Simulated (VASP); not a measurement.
Runs of VASP 6.6.1 on AlRu. The structure is that of space group Pm-3m (No. 221), or close to it. The cells are those of the table. 

```tsv
cell	gap on the mesh (eV)	pressure (GPa)
a = 2.965 Å, 2 atoms	none	4.4
a = 2.910 Å, 2 atoms	none	19.7
a = 3.044 Å, 2 atoms	none	(b)
a = 3.018 Å, 2 atoms	none	-7.0
a = 2.937 Å, 2 atoms	none	11.5
a = 3.069 Å, 2 atoms	none	(a)
a = 2.992 Å, 2 atoms	none	-1.7
```

Alike in all rows: task single point; level r2SCAN; potentials or basis VASP PAW PBE potentials, release 64 (Al, Ru_pv); no spin polarisation; k mesh 10 × 10 × 10; cutoff (eV) 520; smearing fermi-dirac 0.1 eV.

Q: Estimate the missing entries.

A: (a) -15.6; (b) -11.6.

Caveats: the PAW data sets were made with another functional, which shifts forces and pressure a little.

A k mesh can miss the band edges, and the runs leave out spin-orbit coupling on Ru.

A gap of «none» marks levels without a gap at the run's occupations.
